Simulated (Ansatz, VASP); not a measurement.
Cu3N in VASP and in Ansatz

File INCAR:

```
SYSTEM = Cu3N
PREC = Accurate
ENCUT = 600
EDIFF = 1E-6
ISMEAR = -1
SIGMA = 0.02
LREAL = .FALSE.
LASPH = .TRUE.
NELM = 120
ALGO = Normal
ISIF = 2
LWAVE = .FALSE.
LCHARG = .TRUE.
GGA = PE
LELF = .TRUE.
LVHAR = .TRUE.
NBANDS = 27
GGA_COMPAT = .FALSE.
```

KPOINTS

```
regular mesh
0
G
  6 6 6
  0 0 0
```

Contents of POSCAR:

```
Cu3N
1.0
    3.7893700930      0.0000000000      0.0000000000
    0.0000000000      3.7893700930      0.0000000000
    0.0000000000      0.0000000000      3.7893700930
Cu N
3 1
Direct
    0.5000000000      0.0000000000      0.0000000000
    0.0000000000      0.5000000000      0.0000000000
    0.0000000000      0.0000000000      0.5000000000
    0.0000000000      0.0000000000      0.0000000000
```

Input for Ansatz:

```yaml
crystal:
  lattice:
    - [3.789370093, 0.0, 0.0]
    - [0.0, 3.789370093, 0.0]
    - [0.0, 0.0, 3.789370093]
  atoms:
    - { symbol: Cu, position: [0.5, 0.0, 0.0] }
    - { symbol: Cu, position: [0.0, 0.5, 0.0] }
    - { symbol: Cu, position: [0.0, 0.0, 0.5] }
    - { symbol: "N", position: [0.0, 0.0, 0.0] }
kpoints:
  mp_grid: { grid: [6, 6, 6] }
  band_path:
    path:
      - [[0.0, 0.0, 0.0], [-9.747170587726e-52, 0.5, -2.541227033928e-35], [0.5, 0.5, -2.11768919494e-35], [0.0, 0.0, 0.0], [0.5, 0.5, 0.5], [-9.747170587726e-52, 0.5, -2.541227033928e-35]]
      - [[0.5, 0.5, 0.5], [0.5, 0.5, -2.11768919494e-35]]
    npoints: 10
hamiltonian:
  xc: pbe
scf:
  occupations: { method: fermi_dirac, width: 0.02 }
  n_extra_bands: 5
output:
  forces: true
  stress: true
  eigenvalues: true
  write_density: true
  write_potential: true
  elf: true
  volumetric_format: npy
```

Alike in both runs: task single point; functional PBE; k mesh 6 × 6 × 6; occupations fermi-dirac, width 0.02 eV; no spin polarisation.

|  | VASP | Ansatz |
| --- | --- | --- |
| version | VASP 6.6.1 | Ansatz 0.2.0 |
| potentials or method | VASP PAW PBE potentials, release 64 (Cu, N) | plane waves, PAW |
| plane-wave cutoff (eV) | 600 | 420 |
| valence electrons in the cell | 38 | 62 |

Ansatz gave:

```
pressure (GPa) : 3.9
```

What did VASP give for the same quantities?

Pressure (GPa): 4.7.

VASP's potentials hold 38 valence electrons a cell and Ansatz's 62, so a difference there can come from the potentials and not from the codes.
